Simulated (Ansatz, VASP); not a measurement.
**As3Au in VASP and in Ansatz**

```xyz
4
Lattice="4.2905 0.0000 0.0000 0.0000 4.2905 0.0000 0.0000 0.0000 4.2905" Properties=species:S:1:pos:R:3 pbc="T T T"
As    0.0000    2.1453    2.1453
As    2.1453    0.0000    2.1453
As    2.1453    2.1453    0.0000
Au    0.0000    0.0000    0.0000
```

Alike in both runs: task relaxation of cell and atoms; functional PBE; k mesh 12 × 12 × 12; occupations gaussian, width 0.1 eV; no spin polarisation.

|  | VASP | Ansatz |
| --- | --- | --- |
| version | VASP 6.6.1 | Ansatz 0.2.0 |
| potentials or method | VASP PAW PBE potentials, release 64 (As, Au), cutoff 600 eV | scalar-relativistic, plane waves, PAW |
| valence electrons in the cell | 26 | 64 |

```csv
,VASP,Ansatz,Ansatz less VASP
"gap on the k mesh at the Fermi level, each at its own relaxed structure (eV)",none,none,-
relaxed volume (Å³/atom),19.31,19.31,+0.001
relaxed cell length with the largest relative difference (Å),4.259,4.259,+0.0001
```

A gap of «none» marks a metal or a gap that the smearing closes. VASP's potentials hold 26 valence electrons a cell and Ansatz's 64, so a difference there can come from the potentials and not from the codes.

Spin-orbit coupling is off throughout.
